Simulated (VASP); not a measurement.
# KBr3N (C2/m) in VASP: a series of runs

The runs below take KBr3N through single point, with PBE.

Everything below comes from runs of VASP 6.6.1. Logs are shortened: lines on timing, memory, paths and dates and some standing lists are left out, and cuts for length are marked.

## 1. The cell of the first run

The structure is monoclinic, space group C2/m (No. 12). Conventional cell: a = 17.362 Å, b = 3.974 Å, c = 9.583 Å, α = 90.00°, β = 113.67°, γ = 90.00°. Within 2.9 Å of N (site symmetry m) lie 3 K at 2.20 to 2.33 Å and 2 N at 2.42 Å. Within 3.0 Å of K (site symmetry m) lie 3 N at 2.20 to 2.33 Å and 4 Br at 2.64 to 2.98 Å. Br (site symmetry m) has 1 K at 2.64 Å and 2 N at 3.45 Å and 1 Br at 3.50 Å within 3.5 Å. Br (site symmetry m) has 2 K at 2.98 Å and 1 N at 3.18 Å and 8 Br at 3.50 to 3.97 Å within 4.0 Å. Within 3.6 Å of Br (site symmetry m) lie 1 K at 2.72 Å and 3 N at 3.58 Å.

## 2. Single point, PBE

The input, INCAR:

```
SYSTEM = KBr3N
PREC = Accurate
ENCUT = 520
EDIFF = 1E-6
ISMEAR = 1
SIGMA = 0.025
LREAL = .False.
LASPH = .True.
NELM = 100
ALGO = Normal
ISIF = 2
LWAVE = .False.
LCHARG = .False.
GGA = PE
NBANDS = 46
NELECT = 71.0
```

The input, KPOINTS:

```
Automatic mesh
0
Gamma
  5 5 2
  0 0 0
```

The input, POSCAR:

```
KBr3N
1.0
    0.0000000000      3.9743020000      0.0000000000
    8.6811450000     -1.9871510000      0.0000000000
    3.8473010000      0.0000000000     -8.7768930000
N K Br
2 2 6
Direct
    0.7310000000      0.4620000000      0.5790000000
    0.2690000000      0.5380000000      0.4210000000
    0.1960000000      0.3920000000      0.6849000000
    0.8040000000      0.6080000000      0.3151000000
    0.3300000000      0.6600000000      0.7505000000
    0.6700000000      0.3400000000      0.2495000000
    0.6169000000      0.2338000000      0.9341000000
    0.3831000000      0.7662000000      0.0659000000
    0.0479000000      0.0958000000      0.6497000000
    0.9521000000      0.9042000000      0.3503000000
```

Potentials or basis: VASP PAW PBE potentials, release 64 (N, K_sv, Br).

The run is started by

```console
> cat potpaw_PBE.64/N/POTCAR potpaw_PBE.64/K_sv/POTCAR potpaw_PBE.64/Br/POTCAR > POTCAR
> mpirun -np 1 vasp_std > vasp.out
```

OUTCAR:

```text
SYSTEM = KBr3N
   PREC = Accurate
   ENCUT = 520
   EDIFF = 1E-6
   ISMEAR = 1
   LREAL = .False.
   LASPH = .True.
   NELM = 100
   ISIF = 2
   GGA = PE
   NELECT = 71.0

 ion  position               nearest neighbor table
   1  0.731  0.462  0.579-   3 2.20   3 2.20   4 2.33
   2  0.269  0.538  0.421-   4 2.20   4 2.20   3 2.33
   3  0.196  0.392  0.685-   1 2.20   1 2.20   2 2.33   5 2.64   9 2.72   7 2.98   7 2.98
   4  0.804  0.608  0.315-   2 2.20   2 2.20   1 2.33   6 2.64  10 2.72   8 2.98   8 2.98
   5  0.330  0.660  0.751-   3 2.64
   6  0.670  0.340  0.249-   4 2.64
   7  0.617  0.234  0.934-   3 2.98   3 2.98
   8  0.383  0.766  0.066-   4 2.98   4 2.98
   9  0.048  0.096  0.650-   3 2.72
  10  0.952  0.904  0.350-   4 2.72

  LATTYP: Found a base centered monoclinic cell.
 ALAT       =    17.3622900000
 B/A-ratio  =     0.2289042517
 C/A-ratio  =     0.5519483896
 COS(beta)  =    -0.4014677730

  Lattice vectors:

 A1 = (  -8.6811450000,  -1.9871510000,   0.0000000000)
 A2 = (  -8.6811450000,   1.9871510000,   0.0000000000)
 A3 = (   3.8473010000,   0.0000000000,  -8.7768930000)

Analysis of symmetry for initial positions (statically):
=====================================================================
 Subroutine PRICEL returns:
 Original cell was already a primitive cell.

 Routine SETGRP: Setting up the symmetry group for a
 base centered monoclinic supercell.

 Subroutine GETGRP returns: Found  4 space group operations
 (whereof  4 operations were pure point group operations)
 out of a pool of  4 trial point group operations.

The static configuration has the point symmetry C_2h.

Analysis of symmetry for dynamics (positions and initial velocities):
=====================================================================
 Subroutine PRICEL returns:
 Original cell was already a primitive cell.

 Routine SETGRP: Setting up the symmetry group for a
 base centered monoclinic supercell.

 Subroutine GETGRP returns: Found  4 space group operations
 (whereof  4 operations were pure point group operations)
 out of a pool of  4 trial point group operations.

The dynamic configuration has the point symmetry C_2h.

 Subroutine INISYM returns: Found  4 space group operations
 (whereof  4 operations are pure point group operations),
 and found     1 'primitive' translations

----------------------------------------------------------------------------------------

                                     Primitive cell

  volume of cell :     302.8159

  direct lattice vectors                    reciprocal lattice vectors
     0.000000000  3.974302000  0.000000000     0.057596089  0.251616510  0.025246917
     8.681145000 -1.987151000  0.000000000     0.115192178  0.000000000  0.050493834
     3.847301000  0.000000000 -8.776893000     0.000000000  0.000000000 -0.113935535

  length of vectors
     3.974302000  8.905675023  9.583088005     0.259356096  0.125773070  0.113935535

  position of ions in fractional coordinates (direct lattice)
     0.731000000  0.462000000  0.579000000
     0.269000000  0.538000000  0.421000000
     0.196000000  0.392000000  0.684900000
     0.804000000  0.608000000  0.315100000
     0.330000000  0.660000000  0.750500000
     0.670000000  0.340000000  0.249500000
     0.616900000  0.233800000  0.934100000
     0.383100000  0.766200000  0.065900000
     0.047900000  0.095800000  0.649700000
     0.952100000  0.904200000  0.350300000

  ion indices of the primitive-cell ions
   primitive index   ion index
                 1           1
                 2           2
                 3           3
                 4           4
                 5           5
                 6           6
                 7           7
                 8           8
                 9           9
                10          10

----------------------------------------------------------------------------------------

 KPOINTS: Automatic mesh

Automatic generation of k-mesh.
 Grid dimensions read from file:
 generate k-points for:    5    5    2

 Generating k-lattice:

  Cartesian coordinates                     Fractional coordinates (reciprocal lattice)
     0.011519218  0.050323302  0.005049383     0.200000000  0.000000000  0.000000000
     0.023038436  0.000000000  0.010098767     0.000000000  0.200000000  0.000000000
     0.000000000  0.000000000 -0.056967768     0.000000000  0.000000000  0.500000000

  Length of vectors
     0.051871219  0.025154614  0.056967768

  Shift w.r.t. Gamma in fractional coordinates (k-lattice)
     0.000000000  0.000000000  0.000000000

 Subroutine IBZKPT returns following result:
 ===========================================

 Found     18 irreducible k-points:

 Following reciprocal coordinates:
            Coordinates               Weight
  0.000000  0.000000  0.000000      1.000000
  0.200000  0.000000 -0.000000      4.000000
  0.400000 -0.000000 -0.000000      4.000000
  0.000000  0.200000 -0.000000      2.000000
  0.200000  0.200000 -0.000000      4.000000
  0.400000  0.200000 -0.000000      4.000000
[... 10 lines left out ...]
  0.000000  0.400000  0.500000      2.000000
  0.200000  0.400000  0.500000      2.000000
   k-points           NKPTS =     18   k-points in BZ     NKDIM =     18   number of bands    NBANDS=     46
   number of dos      NEDOS =    301   number of ions     NIONS =     10
   total plane-waves  NPLWV = 151200
   dimension x,y,z NGX =    30 NGY =   70 NGZ =   72
   dimension x,y,z NGXF=    60 NGYF=  140 NGZF=  144
   ions per type =               2   2   6
   NGX,Y,Z   is equivalent  to a cutoff of  12.55, 13.07, 12.49 a.u.
   NGXF,Y,Z  is equivalent  to a cutoff of  25.10, 26.13, 24.98 a.u.
 SYSTEM =  KBr3N
   PREC   = accura    normal or accurate (medium, high low for compatibility)
   ISTART =      0    job   : 0-new  1-cont  2-samecut
   ICHARG =      2    charge: 1-file 2-atom 10-const
   ISPIN  =      1    spin polarized calculation?
   LNONCOLLINEAR =      F non collinear calculations
   LSORBIT =      F    spin-orbit coupling
   LASPH  =      T    aspherical Exc in radial PAW
   ENCUT  =  520.0 eV  38.22 Ry    6.18 a.u.   7.39 16.56 17.82*2*pi/ulx,y,z
   NELM   =    100;   NELMIN=  2; NELMDL= -5     # of ELM steps
   EDIFF  = 0.1E-05   stopping-criterion for ELM
   LREAL  =      F    real-space projection
   EDIFFG = 0.1E-04   stopping-criterion for IOM
   NSW    =      0    number of steps for IOM
   IBRION =     -1    ionic relax: 0-MD 1-quasi-New 2-CG
   NFREE  =      0    steps in history (QN), initial steepest desc. (CG)
   ISIF   =      2    stress and relaxation
   ISYM   =      2    0-nonsym 1-usesym 2-fastsym
   POTIM  = 0.5000    time-step for ionic-motion
   TEBEG  =    0.0;   TEEND  =   0.0 temperature during run
   PSTRESS=    0.0 pullay stress
   NELECT =      71.0000    total number of electrons
   NUPDOWN=      -1.0000    fix difference up-down
   EMIN   =  10.00;   EMAX   =-10.00  energy-range for DOS
   EFERMI =   0.00;   METHOD = LEGACY
   ISMEAR =     1;   SIGMA  =   0.03  broadening in eV -4-tet -1-fermi 0-gaus
   EFERMI_NEDOS =   21; number of points for ismear=-14 and -15
   IALGO  =     38    algorithm
   IMIX   =      4    mixing-type and parameters
     AMIX     =   0.40;   BMIX     =  1.00
     AMIX_MAG =   1.60;   BMIX_MAG =  1.00
  volume/ion in A,a.u.               =      30.28       204.35
  Fermi-wavevector in a.u.,A,eV,Ry     =   1.009489  1.907657 13.865249  1.019067
  Thomas-Fermi vector in A             =   2.142420
   LORBIT       =      0    0 simple, 1 ext, 2 COOP (PROOUT), +10 PAW based schemes
   GGA     = PE    functional components
   LHFCALC =     F    Hartree Fock is set to
   AEXX    =    0.0000 exact exchange contribution
   IVDW    =     0    specifies the selected vdW correction
   LEPSILON=     F    determine dielectric tensor
   LRPA    =     F    only Hartree local field effects (RPA)
 non-spin polarized calculation
 Methfessel and Paxton  Order N= 1 SIGMA  =   0.03
  energy-cutoff  :      520.00
  volume of cell :      302.82
 maximum number of plane-waves:      8194
 NGX is ok and might be reduce to    30
   NGX = 15   NGY = 33   NGZ = 35

 number of electron      71.0000001 magnetization

 Free energy of the ion-electron system (eV)
  ---------------------------------------------------
  ext. energy  EPLUGINS =         0.00000000
  ---------------------------------------------------
  free energy    TOTEN  =       -16.55985265 eV

  energy without entropy =      -16.55982882  energy(sigma->0) =      -16.55984470

 E-fermi :  -1.4704     XC(G=0):  -7.8862

 val. band max:       -1.4709442535   @ k =   0.2000   0.2000  -0.0000
 cond. band min:      -1.4678026357   @ k =   0.2000   0.4000   0.5000
 fundamental gap:      0.0031416178
 Fermi energy:        -1.4703565139

 k-point     1 :       0.0000    0.0000    0.0000
  band No.  band energies     occupation
      1     -28.7241      2.00000
      2     -28.6566      2.00000
      3     -15.4518      2.00000
      4     -14.8366      2.00000
      5     -14.8328      2.00000
      6     -14.6825      2.00000
[... 38 lines left out ...]
     45       7.0660      0.00000
     46       7.2078      0.00000

 k-point     2 :       0.2000    0.0000   -0.0000
  band No.  band energies     occupation
      1     -28.7036      2.00000
      2     -28.6488      2.00000
      3     -15.5013      2.00000
      4     -14.8182      2.00000
      5     -14.7989      2.00000
      6     -14.6958      2.00000
[... 38 lines left out ...]
     45       7.2943      0.00000
     46       7.3925      0.00000

 k-point     3 :       0.4000   -0.0000   -0.0000
  band No.  band energies     occupation
      1     -28.6637      2.00000
      2     -28.6427      2.00000
      3     -15.5911      2.00000
      4     -15.3142      2.00000
      5     -14.7473      2.00000
      6     -14.7365      2.00000
[... 724 lines left out ...]
     45       6.8474      0.00000
     46       7.1547      0.00000

 k-point    18 :       0.2000    0.4000    0.5000
  band No.  band energies     occupation
      1     -28.7036      2.00000
      2     -28.6489      2.00000
      3     -15.5013      2.00000
      4     -14.8975      2.00000
      5     -14.7966      2.00000
      6     -14.6795      2.00000
[... 38 lines left out ...]
     45       7.4337      0.00000
     46       7.5872      0.00000

------------------------ aborting loop because EDIFF is reached ----------------------------------------

  FORCE on cell =-STRESS in cart. coord.  units (eV):
  Direction    XX          YY          ZZ          XY          YZ          ZX
  --------------------------------------------------------------------------------------
  -------------------------------------------------------------------------------------
  Total       18.8987850     14.4029285     14.9559830      0.0000000      0.0000000      0.9672301
  in kB       99.9921226     76.2048666     79.1310386      0.0000000      0.0000000      5.1175453
  external PRESSURE =      85.1093426 kB  Pullay stress =       0.0000000 kB

 VOLUME and BASIS-vectors are now :
 -----------------------------------------------------------------------------
  energy-cutoff  :      520.00
  volume of cell :      302.82
      direct lattice vectors                 reciprocal lattice vectors
     0.000000000  3.974302000  0.000000000     0.057596089  0.251616510  0.025246917
     8.681145000 -1.987151000  0.000000000     0.115192178  0.000000000  0.050493834
     3.847301000  0.000000000 -8.776893000     0.000000000  0.000000000 -0.113935535

 POSITION                                       TOTAL-FORCE (eV/Angst)
 -----------------------------------------------------------------------------------
      6.23828      1.98715     -5.08182         0.323725     -0.000000      2.519876
      6.29017      0.00000     -3.69507        -0.323725      0.000000     -2.519876
      6.03803     -0.00000     -6.01129        -0.951091     -0.000000     -3.035778
      6.49042      1.98715     -2.76560         0.951091      0.000000      3.035778
      8.61696      0.00000     -6.58706         1.853920      0.000000     -0.582310
      3.91149      1.98715     -2.18983        -1.853920      0.000000      0.582310
      5.62342      1.98715     -8.19850        -0.075495      0.000000     -0.720056
      6.90503      0.00000     -0.57840         0.075495      0.000000      0.720056
      3.33125      0.00000     -5.70235        -1.296469     -0.000000      0.115620
      9.19720      1.98715     -3.07455         1.296469      0.000000     -0.115620
 -----------------------------------------------------------------------------------
    total drift:                                0.000000     -0.000000     -0.000000

  FREE ENERGIE OF THE ION-ELECTRON SYSTEM (eV)
  ---------------------------------------------------
  free  energy   TOTEN  =       -16.5598526473 eV

  energy  without entropy=      -16.5598288151  energy(sigma->0) =      -16.55984470
```

It took 6.1 min on 1 thread of Intel Xeon Platinum 8488C (Sapphire Rapids), shared host; peak memory 0.51 GiB.

Results:

```yaml
Free_energy: -16.5599 eV
Largest_force: 3.181 eV/Å
```

Forces on the atoms (eV/Å):
```
N    0.324  0.000  2.520
N   -0.324  0.000 -2.520
K   -0.951  0.000 -3.036
K    0.951  0.000  3.036
Br   1.854  0.000 -0.582
Br  -1.854  0.000  0.582
Br  -0.075  0.000 -0.720
Br   0.075  0.000  0.720
Br  -1.296  0.000  0.116
Br   1.296  0.000 -0.116
```

Levels at points of the mesh, in eV from the Fermi level:
| k point | band 33 | band 34 | band 35 | band 36 | band 37 | band 38 |
| --- | --- | --- | --- | --- | --- | --- |
| (0.00, 0.00, 0.00) | -0.08 | -0.08 | 0.08 | 0.09 | 0.27 | 0.38 |
| (0.00, 0.00, 0.50) | -0.11 | 0.06 | 0.06 | 0.07 | 0.11 | 0.32 |

Caveat: the cell carries a net charge on a neutralising background, which shifts energy and pressure; the cell is charged against a uniform background, so pressure and absolute levels hang on convention; an odd number of electrons without spin polarisation forces a metal; a magnetic or distorted state may lie lower.

(Part 1 of 2 ends here.)
